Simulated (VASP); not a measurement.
A run of VASP 6.6.1 is set up as follows.

The input INCAR:

```
SYSTEM = TaMo3
ALGO = Fast
EDIFF = 1E-6
EDIFFG = -0.04
ENCUT = 600
GGA = PE
IBRION = 2
ISIF = 3
ISMEAR = 0
LASPH = .True.
LCHARG = .False.
LREAL = .False.
LWAVE = .False.
NELM = 80
NSW = 90
PREC = Accurate
SIGMA = 0.1
```

Contents of KPOINTS:

```
k-points
0
Gamma
  4 4 6
  0 0 0
```

Contents of POSCAR:

```
TaMo3
1.0
    4.5193478689      0.0000000000      0.0000000000
    0.0000000000      4.5193478689      0.0000000000
    0.0000000000      0.0000000000      3.1960333608
Ta Mo
1 3
Direct
    0.5000000000      0.5000000000      0.0000000000
    0.0000000000      0.0000000000      0.0000000000
    0.5000000000      0.0000000000      0.5000000000
    0.0000000000      0.5000000000      0.5000000000
```

Potentials or basis: VASP PAW PBE potentials, release 64 (Ta_pv, Mo_sv).

Launch:

```console
$ cat potpaw_PBE.64/Ta_pv/POTCAR potpaw_PBE.64/Mo_sv/POTCAR > POTCAR
$ mpirun -np 1 vasp_std > vasp.out
```

Problem. What does it give for the relaxed volume?

Solution. 16.34 Å³/atom.

Problem. Predict the relaxed cell.

Solution. a = 4.508 Å, b = 4.508 Å, c = 3.216 Å, α = 90.00°, β = 90.00°, γ = 90.00°.

Step by step:
| step | energy change (eV) | largest force (eV/Å) | pressure (GPa) | volume (Å³) |
| --- | --- | --- | --- | --- |
| 1 | 0.0000 | 0.0000 | 0.13 | 65.28 |
| 2 | -0.0017 | 0.0000 | -0.44 | 65.39 |
| 3 | -0.0035 | 0.0000 | -0.22 | 65.35 |
